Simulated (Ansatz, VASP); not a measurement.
## One calculation of SnTe, two programs

File INCAR:

```
PREC = Accurate
ENCUT = 520
EDIFF = 1E-6
ISMEAR = -1
SIGMA = 0.02
LREAL = False
LASPH = True
NELM = 60
ALGO = Normal
ISIF = 2
LWAVE = False
LCHARG = False
GGA = PE
NBANDS = 17
```

Contents of KPOINTS:

```
regular mesh
0
Gamma
  6 6 6
```

File POSCAR:

```
SnTe
1.0
   -0.0084223624      3.5839840077      3.5839840077
    3.5839840077     -0.0084223624      3.5839840077
    3.5755616453      3.5755616453      0.0000000000
Sn Te
1 1
Direct
   -0.0004083112     -0.0004083112      0.0004083112
    0.2504083112      0.2504083112      0.2495916888
```

Input for Ansatz:

```yaml
crystal:
  lattice:
    - [-0.0084223624, 3.5839840077, 3.5839840077]
    - [3.5839840077, -0.0084223624, 3.5839840077]
    - [3.5755616453, 3.5755616453, 0.0]
  atoms:
    - { symbol: Sn, position: [-0.0004083112, -0.0004083112, 0.0004083112] }
    - { symbol: Te, position: [0.2504083112, 0.2504083112, 0.2495916888] }
kpoints:
  mp_grid: { grid: [6, 6, 6] }
  band_path:
    path:
      - [0.0, 0.0, 0.0]
      - [-0.5, -0.5, 0.0]
      - [-0.375, -0.375, 0.25]
      - [-0.375, 0.0, 0.375]
      - [0.0, 0.0, 0.5]
      - [-0.5, -0.25, 0.25]
    npoints: 1
hamiltonian:
  xc: pbe
scf:
  occupations: { method: fermi_dirac, width: 0.02 }
  n_extra_bands: 4
output:
  forces: true
  stress: true
  eigenvalues: true
```

Change from the starting cell: shear_xy strain -0.5%.

Alike in both runs: task single point; functional PBE; k mesh 6 × 6 × 6; occupations fermi-dirac, width 0.02 eV; no spin polarisation.

|  | VASP | Ansatz |
| --- | --- | --- |
| version | VASP 6.6.1 | Ansatz 0.2.0 |
| potentials or method | VASP PAW PBE potentials, release 64 (Sn_d, Te) | plane waves, PAW |
| plane-wave cutoff (eV) | 520 | 420 |
| valence electrons in the cell | 20 | 30 |

|  | VASP | Ansatz | Ansatz less VASP |
| --- | --- | --- | --- |
| pressure (GPa) | 0.5 | 0.5 | +0.04 |

The functional is the same, so the differences come from potentials, cutoffs and numerics. VASP's potentials hold 20 valence electrons a cell and Ansatz's 30, so a difference there can come from the potentials and not from the codes.

Spin-orbit coupling is off throughout.
